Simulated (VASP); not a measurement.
# Y (P6/mmm) in VASP: relaxation of shape and atoms at fixed volume with LDA+U

Aim: the relaxation of shape and atoms at fixed volume of Y with LDA+U.

Everything below comes from runs of VASP 6.6.1. Logs are shortened: lines on timing, memory, paths and dates and some standing lists are left out, and cuts for length are marked.

## 1. The cell of the first run

Symmetry: P6/mmm, No. 191, hexagonal system. Conventional cell: a = 5.243 Å, b = 5.243 Å, c = 3.276 Å, α = 90.00°, β = 90.00°, γ = 120.00°. Y (site symmetry 6/mmm) has 14 Y at 3.28 to 3.44 Å within 4.3 Å. Y (site symmetry -6m2) has 11 Y at 3.03 to 3.44 Å within 4.0 Å.

This isn't the form of Y at room conditions, which is hcp.

## 2. Relaxation of shape and atoms at fixed volume, LDA+U

Input file INCAR:

```
PREC = Accurate
ENCUT = 600
EDIFF = 1E-6
ISMEAR = -1
SIGMA = 0.08
LREAL = F
LASPH = T
NELM = 150
ALGO = Normal
ISIF = 4
LWAVE = F
LCHARG = F
LMAXMIX = 4
LDAU = T
LDAUTYPE = 2
LDAUL = 2
LDAUU = 5
LDAUJ = 0
LDAUPRINT = 1
GGA = CA
IBRION = 2
NSW = 50
EDIFFG = -0.005
```

Input file KPOINTS:

```
Automatic mesh
0
Gamma
  6 6 9
```

Input file POSCAR:

```
Y
1.0
    5.2430247422      0.0000000000      0.0000000000
   -2.6215123711      4.5405926194      0.0000000000
    0.0000000000      0.0000000000      3.2755737566
Y
3
Direct
    0.0000000000      0.0000000000      0.0000000000
    0.3333333333      0.6666666667      0.5000000000
    0.6666666667      0.3333333333      0.5000000000
```

Potentials or basis: VASP PAW LDA potentials, release 64 (Y_sv).

On the command line:

```console
$ cat potpaw_LDA.64/Y_sv/POTCAR > POTCAR
$ mpirun -np 1 vasp_std > vasp.out
```

OUTCAR:

```text
PREC = Accurate
   ENCUT = 600
   EDIFF = 1E-6
   ISMEAR = -1
   LREAL = F
   LASPH = T
   NELM = 150
   ISIF = 4
   GGA = CA
   IBRION = 2
   NSW = 50
   EDIFFG = -0.005

 ion  position               nearest neighbor table
   1  0.000  0.000  0.000-   2 3.44   3 3.44   2 3.44   3 3.44   2 3.44   2 3.44   3 3.44   3 3.44
                             3 3.44   3 3.44   2 3.44   2 3.44
   2  0.333  0.667  0.500-   3 3.03   3 3.03   3 3.03   1 3.44   1 3.44   1 3.44   1 3.44   1 3.44
                             1 3.44
   3  0.667  0.333  0.500-   2 3.03   2 3.03   2 3.03   1 3.44   1 3.44   1 3.44   1 3.44   1 3.44
                             1 3.44

  LATTYP: Found a hexagonal cell.
 ALAT       =     5.2430247422
 C/A-ratio  =     0.6247488650

  Lattice vectors:

 A1 = (   5.2430247422,   0.0000000000,   0.0000000000)
 A2 = (  -2.6215123711,   4.5405926194,   0.0000000000)
 A3 = (   0.0000000000,   0.0000000000,   3.2755737566)

Analysis of symmetry for initial positions (statically):
=====================================================================
 Subroutine PRICEL returns:
 Original cell was already a primitive cell.

 Routine SETGRP: Setting up the symmetry group for a
 hexagonal supercell.

 Subroutine GETGRP returns: Found 24 space group operations
 (whereof 24 operations were pure point group operations)
 out of a pool of 24 trial point group operations.

The static configuration has the point symmetry D_6h.

Analysis of symmetry for dynamics (positions and initial velocities):
=====================================================================
 Subroutine PRICEL returns:
 Original cell was already a primitive cell.

 Routine SETGRP: Setting up the symmetry group for a
 hexagonal supercell.

 Subroutine GETGRP returns: Found 24 space group operations
 (whereof 24 operations were pure point group operations)
 out of a pool of 24 trial point group operations.

The dynamic configuration has the point symmetry D_6h.

 Subroutine INISYM returns: Found 24 space group operations
 (whereof 24 operations are pure point group operations),
 and found     1 'primitive' translations

----------------------------------------------------------------------------------------

                                     Primitive cell

  volume of cell :      77.9797

  direct lattice vectors                    reciprocal lattice vectors
     5.243024742  0.000000000  0.000000000     0.190729598  0.110117785  0.000000000
    -2.621512371  4.540592619  0.000000000     0.000000000  0.220235569  0.000000000
     0.000000000  0.000000000  3.275573757     0.000000000  0.000000000  0.305290027

  length of vectors
     5.243024742  5.243024742  3.275573757     0.220235569  0.220235569  0.305290027

  position of ions in fractional coordinates (direct lattice)
     0.000000000  0.000000000  0.000000000
     0.333333333  0.666666667  0.500000000
     0.666666667  0.333333333  0.500000000

  ion indices of the primitive-cell ions
   primitive index   ion index
                 1           1
                 2           2
                 3           3

----------------------------------------------------------------------------------------

 KPOINTS: Automatic mesh

Automatic generation of k-mesh.
 Grid dimensions read from file:
 generate k-points for:    6    6    9

 Generating k-lattice:

  Cartesian coordinates                     Fractional coordinates (reciprocal lattice)
     0.031788266  0.018352964  0.000000000     0.166666667  0.000000000  0.000000000
     0.000000000  0.036705928  0.000000000     0.000000000  0.166666667  0.000000000
     0.000000000  0.000000000  0.033921114     0.000000000  0.000000000  0.111111111

  Length of vectors
     0.036705928  0.036705928  0.033921114

  Shift w.r.t. Gamma in fractional coordinates (k-lattice)
     0.000000000  0.000000000  0.000000000

 Subroutine IBZKPT returns following result:
 ===========================================

 Found     35 irreducible k-points:

 Following reciprocal coordinates:
            Coordinates               Weight
  0.000000  0.000000  0.000000      1.000000
  0.166667  0.000000  0.000000      6.000000
  0.333333  0.000000  0.000000      6.000000
  0.500000  0.000000  0.000000      3.000000
  0.166667  0.166667  0.000000      6.000000
  0.333333  0.166667  0.000000     12.000000
[... 16 lines left out ...]
  0.166667  0.000000  0.333333     12.000000
  0.333333  0.000000  0.333333     12.000000
 [... further k-points ...]
   k-points           NKPTS =     35   k-points in BZ     NKDIM =     35   number of bands    NBANDS=     20
   number of dos      NEDOS =    301   number of ions     NIONS =      3
   total plane-waves  NPLWV =  49392
   dimension x,y,z NGX =    42 NGY =   42 NGZ =   28
   dimension x,y,z NGXF=    84 NGYF=   84 NGZF=   56
   ions per type =               3
   NGX,Y,Z   is equivalent  to a cutoff of  13.32, 13.32, 14.21 a.u.
   NGXF,Y,Z  is equivalent  to a cutoff of  26.63, 26.63, 28.42 a.u.
 SYSTEM =  unknown system
   PREC   = accura    normal or accurate (medium, high low for compatibility)
   ISTART =      0    job   : 0-new  1-cont  2-samecut
   ICHARG =      2    charge: 1-file 2-atom 10-const
   ISPIN  =      1    spin polarized calculation?
   LNONCOLLINEAR =      F non collinear calculations
   LSORBIT =      F    spin-orbit coupling
   LASPH  =      T    aspherical Exc in radial PAW
   ENCUT  =  600.0 eV  44.10 Ry    6.64 a.u.  10.47 10.47  6.54*2*pi/ulx,y,z
   NELM   =    150;   NELMIN=  2; NELMDL= -5     # of ELM steps
   EDIFF  = 0.1E-05   stopping-criterion for ELM
   LREAL  =      F    real-space projection
   EDIFFG = -.5E-02   stopping-criterion for IOM
   NSW    =     50    number of steps for IOM
   IBRION =      2    ionic relax: 0-MD 1-quasi-New 2-CG
   NFREE  =      1    steps in history (QN), initial steepest desc. (CG)
   ISIF   =      4    stress and relaxation
   ISYM   =      2    0-nonsym 1-usesym 2-fastsym
   POTIM  = 0.5000    time-step for ionic-motion
   TEBEG  =    0.0;   TEEND  =   0.0 temperature during run
   PSTRESS=    0.0 pullay stress
   NELECT =      33.0000    total number of electrons
   NUPDOWN=      -1.0000    fix difference up-down
   EMIN   =  10.00;   EMAX   =-10.00  energy-range for DOS
   EFERMI =   0.00;   METHOD = LEGACY
   ISMEAR =    -1;   SIGMA  =   0.08  broadening in eV -4-tet -1-fermi 0-gaus
   EFERMI_NEDOS =   21; number of points for ismear=-14 and -15
   IALGO  =     38    algorithm
   IMIX   =      4    mixing-type and parameters
     AMIX     =   0.40;   BMIX     =  1.00
     AMIX_MAG =   1.60;   BMIX_MAG =  1.00
  volume/ion in A,a.u.               =      25.99       175.41
  Fermi-wavevector in a.u.,A,eV,Ry     =   1.229095  2.322653 20.553982  1.510675
  Thomas-Fermi vector in A             =   2.363996
   LORBIT       =      0    0 simple, 1 ext, 2 COOP (PROOUT), +10 PAW based schemes
 LDA+U is selected, type is set to LDAUTYPE =  2
   angular momentum for each species LDAUL =     2
   U (eV)           for each species LDAUU =   5.0
   J (eV)           for each species LDAUJ =   0.0
   GGA     = CA    functional components
   LHFCALC =     F    Hartree Fock is set to
   AEXX    =    0.0000 exact exchange contribution
   IVDW    =     0    specifies the selected vdW correction
   LEPSILON=     F    determine dielectric tensor
   LRPA    =     F    only Hartree local field effects (RPA)
 conjugate gradient relaxation of ions
 non-spin polarized calculation
  energy-cutoff  :      600.00
  volume of cell :       77.98
 maximum number of plane-waves:      2629
 NGX is ok and might be reduce to    42
   NGX = 21   NGY = 21   NGZ = 13

--------------------------------------- Ionic step        1  -------------------------------------------

 number of electron      32.9999999 magnetization

 Free energy of the ion-electron system (eV)
  ---------------------------------------------------
  ext. energy  EPLUGINS =         0.00000000
  ---------------------------------------------------
  free energy    TOTEN  =       -13.14611555 eV

  energy without entropy =      -13.04481378  energy(sigma->0) =      -13.09546466

------------------------ aborting loop because EDIFF is reached ----------------------------------------

  FORCE on cell =-STRESS in cart. coord.  units (eV):
  Direction    XX          YY          ZZ          XY          YZ          ZX
  --------------------------------------------------------------------------------------
  -------------------------------------------------------------------------------------
  Total       11.8398078     11.8398078     10.5179725      0.0000000     -0.0000000      0.0000000
  in kB      243.2615148    243.2615148    216.1029946      0.0000000     -0.0000000      0.0000000
  external PRESSURE =     234.2086747 kB  Pullay stress =       0.0000000 kB
[... 160 lines left out ...]
--------------------------------------- Ionic step        3  -------------------------------------------

 number of electron      33.0000003 magnetization

 Free energy of the ion-electron system (eV)
  ---------------------------------------------------
  ext. energy  EPLUGINS =         0.00000000
  ---------------------------------------------------
  free energy    TOTEN  =       -13.16098287 eV

  energy without entropy =      -13.06260946  energy(sigma->0) =      -13.11179617

 E-fermi :   4.9388     XC(G=0): -10.6322

 val. band max:        4.9014934516   @ k =   0.3333   0.0000   0.2222
 cond. band min:       4.9455293179   @ k =   0.1667   0.1667   0.0000
 fundamental gap:      0.0440358663
 Fermi energy:         4.9387543601

 k-point     1 :       0.0000    0.0000    0.0000
  band No.  band energies     occupation
      1     -38.3723      2.00000
      2     -38.1493      2.00000
      3     -37.9587      2.00000
      4     -18.8411      2.00000
      5     -18.8411      2.00000
      6     -18.4036      2.00000
[... 541 lines left out ...]
     19       6.2354      0.00000
     20       6.7398      0.00000

 [... further k-points ...]

------------------------ aborting loop because EDIFF is reached ----------------------------------------

  FORCE on cell =-STRESS in cart. coord.  units (eV):
  Direction    XX          YY          ZZ          XY          YZ          ZX
  --------------------------------------------------------------------------------------
  -------------------------------------------------------------------------------------
  Total       11.2259331     11.2259331     11.2407673      0.0000000     -0.0000000      0.0000000
  in kB      230.6488027    230.6488027    230.9535868      0.0000000     -0.0000000      0.0000000
  external PRESSURE =     230.7503974 kB  Pullay stress =       0.0000000 kB
[... 18 lines left out ...]
  FREE ENERGIE OF THE ION-ELECTRON SYSTEM (eV)
  ---------------------------------------------------
  free  energy   TOTEN  =       -13.1609828747 eV

  energy  without entropy=      -13.0626094596  energy(sigma->0) =      -13.11179617

 reached required accuracy - stopping structural energy minimisation
```

Run time: 4.2 min. Hardware: 1 thread of Intel Xeon 8259CL, shared host; peak memory 0.22 GiB.

Results:

| Property | Result |
| --- | --- |
| Free energy | -13.1610 eV |
| Energy gained by relaxing | 5.0 meV/atom |
| Ionic steps | 3 |
| Pressure after relaxing | 23.1 GPa |
| Band gap on the k mesh | zero (an odd number of electrons rules out a gap without spin polarisation) |

The path:
| step | energy change (eV) | largest force (eV/Å) | pressure (GPa) | volume (Å³) |
| --- | --- | --- | --- | --- |
| 1 | 0.0000 | 0.0000 | 23.42 | 77.98 |
| 2 | -0.0128 | 0.0000 | 23.21 | 77.98 |
| 3 | -0.0149 | 0.0000 | 23.08 | 77.98 |

Final structure:
```
CELL_PARAMETERS angstrom
5.30354 0.00000 0.00000
-2.65177 4.59300 0.00000
0.00000 0.00000 3.20125
ATOMIC_POSITIONS crystal
Y 0.00000 0.00000 0.00000
Y 0.33333 0.66667 0.50000
Y 0.66667 0.33333 0.50000
```

Eigenvalues of the final occupation matrices:
```
    site  spin  trace               eigenvalues
site 1 d     1   0.47  0.06 0.07 0.07 0.13 0.13
site 1 d     2   0.47  0.06 0.07 0.07 0.13 0.13
site 2 d     1   0.51  0.06 0.11 0.11 0.12 0.12
site 2 d     2   0.51  0.06 0.11 0.11 0.12 0.12
site 3 d     1   0.51  0.06 0.11 0.11 0.12 0.12
site 3 d     2   0.51  0.06 0.11 0.11 0.12 0.12
```

Caveat: U without spin polarisation on a metal has little footing; the U is typed as a test and isn't derived for this compound.
